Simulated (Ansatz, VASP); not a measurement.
## SrCaTe2 in VASP and in Ansatz

Contents of INCAR:

```
PREC     = Accurate       # precision mode
ENCUT    = 520            # plane-wave cutoff, eV
EDIFF    = 1E-6           # SCF threshold, eV
ISMEAR   = 0              # smearing method
SIGMA    = 0.01           # smearing width, eV
LREAL    = False          # projectors in reciprocal space
LASPH    = True           # aspherical terms in the spheres
NELM     = 80             # most SCF steps
ALGO     = Normal         # electronic algorithm
ISIF     = 2              # what is computed and relaxed
LWAVE    = False          # write WAVECAR
LCHARG   = True           # write CHGCAR
GGA      = PE             # functional
LELF     = True           # ELF
LVHAR    = True         
NBANDS   = 24             # bands
```

File KPOINTS:

```
regular mesh
0
Gamma
  6 6 6
```

The input POSCAR:

```
SrCaTe2
1.0
    2.3634406460      1.3645330932      7.7193510005
   -2.3634406460      1.3645330932      7.7193510005
    0.0000000000     -2.7290661864      7.7193510005
Ca Sr Te
1 1 2
Direct
    1.0000000000      0.0000000000      0.0000000000
    0.5000000000      0.5000000000      0.5000000000
    0.2542939536      0.2542939536      0.2542939536
    0.7457060464      0.7457060464      0.7457060464
```

Input for Ansatz:

```yaml
crystal:
  lattice:
    - [2.363440646, 1.3645330932, 7.7193510005]
    - [-2.363440646, 1.3645330932, 7.7193510005]
    - [0.0, -2.7290661864, 7.7193510005]
  atoms:
    - { symbol: Ca, position: [1.0, 0.0, 0.0] }
    - { symbol: Sr, position: [0.5, 0.5, 0.5] }
    - { symbol: Te, position: [0.2542939536, 0.2542939536, 0.2542939536] }
    - { symbol: Te, position: [0.7457060464, 0.7457060464, 0.7457060464] }
kpoints:
  mp_grid: { grid: [6, 6, 6] }
hamiltonian:
  xc: pbe
scf:
  occupations: { method: fixed }
  n_extra_bands: 5
output:
  forces: true
  stress: true
  eigenvalues: true
```

Alike in both runs: task single point; functional PBE; k mesh 6 × 6 × 6; no spin polarisation.

```csv
,VASP,Ansatz
version,VASP 6.6.1,Ansatz 0.2.0
potentials or method,"VASP PAW PBE potentials, release 64 (Ca_sv, Sr_sv, Te)","plane waves, PAW"
plane-wave cutoff (eV),520,420
occupations,"gaussian, width 0.01 eV",fixed
valence electrons in the cell,32,52
```

VASP gave:

- gap on the k mesh at the Fermi level (eV): 1.78
- pressure (GPa): -1.7
- rms of the force components (eV/Å): 0.004

Question: Which values does Ansatz return?

Answer: gap on the k mesh at the Fermi level (eV): 1.79; pressure (GPa): -1.8; rms of the force components (eV/Å): 0.004.

Atom by atom the forces differ by 0.000 eV/Å (rms over components). VASP's potentials hold 32 valence electrons a cell and Ansatz's 52, so a difference there can come from the potentials and not from the codes.

Neither program's run includes spin-orbit coupling.
